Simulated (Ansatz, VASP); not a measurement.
C18F: VASP beside Ansatz

```
C F
1.0
     7.39800    0.00000    0.00000
    -3.69900    6.40686    0.00000
     0.00000    0.00000   12.00000
C F
18 1
Direct
  0.00195 0.99805 0.07433
  0.22403 0.10909 0.07462
  0.00262 0.33171 0.07822
  0.22315 0.44048 0.08402
  0.00262 0.66503 0.07816
  0.22318 0.77682 0.08396
  0.33497 0.99738 0.07816
  0.55775 0.10965 0.07936
  0.33496 0.33171 0.07821
  0.55773 0.44227 0.07935
  0.33526 0.66474 0.11117
  0.55952 0.77685 0.08402
  0.66829 0.99738 0.07822
  0.89093 0.10907 0.07463
  0.66862 0.33138 0.07882
  0.89035 0.44225 0.07936
  0.66829 0.66504 0.07821
  0.89091 0.77597 0.07462
  0.33524 0.66476 0.24258
```

Alike in both runs: functional PBE; k mesh 2 × 2 × 1; occupations fermi-dirac, width 0.05 eV; collinear spin.

Ansatz relaxed the structure, and its values are those at the end. VASP's run is a single point on that final structure, the one shown.

```csv
,VASP,Ansatz
version,VASP 6.6.1,Ansatz 0.2.0
potentials or method,"VASP PAW PBE potentials, release 64 (C, F), cutoff 520 eV","scalar-relativistic, plane waves, PAW"
valence electrons in the cell,79,79
```

```tsv
	VASP	Ansatz	Ansatz less VASP
rms of the force components (eV/Å)	0.019	0.006	-0.0133
net moment per atom (μB)	0.00	0.00	0.000
```

Ansatz's warnings: filled band counts differ across k points, seeded moment not kept, xc potential rough in thin density.

The k mesh is coarse, so the values compare programs but aren't converged.
